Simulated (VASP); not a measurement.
Write the native input for VASP 6.6.1 that does the following.

```
Task                   : single point
Functional             : PBE
Potentials or basis    : VASP PAW PBE potentials, release 64 (Hf_pv, Ta_pv, F)
Cutoff                 : 520 eV
k mesh                 : 4 × 4 × 4
Occupations            : gaussian, width 0.1 eV
Spin                   : no spin polarisation
Dipole correction      : no
Further INCAR settings : ALGO = Normal; EDIFF = 1e-06; NBANDS = 40
```

The structure of HfTa4F lies in POSCAR:

```
HfTa4F
1.0
   -2.9875685800      2.9875685800      3.0136688800
    2.9875685800     -2.9875685800      3.0136688800
    2.9875685800      2.9875685800     -3.0136688800
Hf Ta F
1 4 1
Direct
    0.5000000000      0.5000000000      0.0000000000
    0.5000000000      0.5000000000      0.5000000000
    0.0000000000      0.0000000000      0.5000000000
    0.5000000000      0.0000000000      0.0000000000
    0.0000000000      0.5000000000      0.0000000000
    0.0000000000      0.0000000000      0.0000000000
```

The input as run:

INCAR

```
SYSTEM = HfTa4F
ALGO = Normal ; EDIFF = 1E-6
ENCUT = 520 ; GGA = PE
ISIF = 2 ; ISMEAR = 0
LASPH = .TRUE. ; LCHARG = .FALSE.
LREAL = .FALSE. ; LWAVE = .FALSE.
NBANDS = 40 ; NELM = 100
PREC = Accurate ; SIGMA = 0.1
```

KPOINTS

```
k-points
0
G
  4 4 4
  0 0 0
```

Potentials or basis: VASP PAW PBE potentials, release 64 (Hf_pv, Ta_pv, F).

Launch:

```bash
$ cat potpaw_PBE.64/Hf_pv/POTCAR potpaw_PBE.64/Ta_pv/POTCAR potpaw_PBE.64/F/POTCAR > POTCAR
$ mpirun -np 1 vasp_std > vasp.out
```

It gave:

```json
{
 "Pressure": "16.6 GPa"
}
```

Caveat: the k points lie up to 0.37 Å⁻¹ apart; an odd number of electrons without spin polarisation forces a metal; a magnetic or distorted state may lie lower.

Wall time 57 s on 1 thread of Intel(R) Xeon(R) Platinum 8259CL CPU @ 2.50GHz (Skylake/Cascade Lake), with other jobs on the host, peak memory 0.26 GiB.
